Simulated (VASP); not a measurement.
Wanted: the native input for a VASP 6.6.1 run.

| Item | Value |
| --- | --- |
| Task | single point |
| Functional | LDA |
| Potentials or basis | VASP PAW LDA potentials, release 64 (La, Ir) |
| Cutoff | 520 eV |
| k mesh | 5 × 5 × 6 |
| Occupations | fermi-dirac, width 0.1 eV |
| Spin | no spin polarisation |
| Dipole correction | no |
| Further INCAR settings | ALGO = Normal; EDIFF = 1e-06; NBANDS = 37 |

The structure of LaIr5 lies in POSCAR:

```
LaIr5
1.0
    5.3850000000      0.0000000000      0.0000000000
   -2.6925000000      4.6635470000      0.0000000000
    0.0000000000      0.0000000000      4.2130000000
La Ir
1 5
Direct
    0.0000000000      0.0000000000      0.0000000000
    0.5000000000      0.0000000000      0.5000000000
    0.5000000000      0.5000000000      0.5000000000
    0.0000000000      0.5000000000      0.5000000000
    0.3333333333      0.6666666667      0.0000000000
    0.6666666667      0.3333333333      0.0000000000
```

One way to write it, as run:

INCAR

```
ALGO = Normal
EDIFF = 1E-6
ENCUT = 520
ISIF = 2
ISMEAR = -1
LASPH = True
LCHARG = False
LREAL = False
LWAVE = False
NBANDS = 37
NELM = 100
PREC = Accurate
SIGMA = 0.1
```

KPOINTS

```
k-points
0
Gamma
  5 5 6
```

Potentials or basis: VASP PAW LDA potentials, release 64 (La, Ir).

Launch:

```bash
$ cat potpaw_LDA.64/La/POTCAR potpaw_LDA.64/Ir/POTCAR > POTCAR
$ mpirun -np 1 vasp_std > vasp.out
```

It gave:

* Pressure: -3.9 GPa
* Band gap on the k mesh: zero (bands 28 and 29 overlap by 1.10 eV)

Caveat: the cell stands under tension; spin-orbit coupling is left out, which moves the levels of the heavy elements.

It took 2.8 min on 1 thread of Intel(R) Xeon(R) Platinum 8259CL CPU @ 2.50GHz (Skylake/Cascade Lake) (shared host), peak memory 0.22 GiB.
